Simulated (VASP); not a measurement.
Wanted: the native input for a VASP 6.6.1 run.

```
Task                   : single point
Functional             : PBEsol
Potentials or basis    : VASP PAW PBE potentials, release 64 (K_sv, S)
Cutoff                 : 500 eV
k mesh                 : 6 × 6 × 6
Occupations            : gaussian, width 0.05 eV
Spin                   : no spin polarisation
Dipole correction      : no
Further INCAR settings : ALGO = Normal; EDIFF = 1e-06; NBANDS = 19
```

The structure of K2S lies in POSCAR:

```
K2S
1.0
    0.0000000000      3.6954997636      3.6954997636
    3.6954997636      0.0000000000      3.6954997636
    3.6954997636      3.6954997636      0.0000000000
K S
2 1
Direct
    0.2500000000      0.2500000000      0.2500000000
    0.7500000000      0.7500000000      0.7500000000
    0.0000000000      0.0000000000      0.0000000000
```

These files were run (other wordings do the same):

INCAR

```
PREC     = Accurate       # precision mode
ENCUT    = 500            # plane-wave cutoff, eV
EDIFF    = 1E-6           # SCF threshold, eV
ISMEAR   = 0              # smearing method
SIGMA    = 0.05           # smearing width, eV
LREAL    = False          # projectors in reciprocal space
LASPH    = True           # aspherical terms in the spheres
NELM     = 120            # most SCF steps
ALGO     = Normal         # electronic algorithm
ISIF     = 2              # what is computed and relaxed
LWAVE    = False          # write WAVECAR
LCHARG   = True           # write CHGCAR
GGA      = PS             # functional
LELF     = True           # ELF
LVHAR    = True         
NBANDS   = 19             # bands
GGA_COMPAT= False
```

KPOINTS

```
Automatic mesh
0
Gamma
  6 6 6
```

Potentials or basis: VASP PAW PBE potentials, release 64 (K_sv, S).

The run is started by

```bash
$ cat potpaw_PBE.64/K_sv/POTCAR potpaw_PBE.64/S/POTCAR > POTCAR
$ mpirun -np 1 vasp_std > vasp.out
```

Results of the run:

* Pressure: -0.4 GPa
* Band gap on the k mesh: 2.29 eV (least direct gap 2.50 eV)

Caveat: the PAW data sets were made with another functional, which shifts forces and pressure a little.

It took 63 s on 1 thread of Intel Xeon 8259CL, with other jobs on the host, peak memory 0.24 GiB.
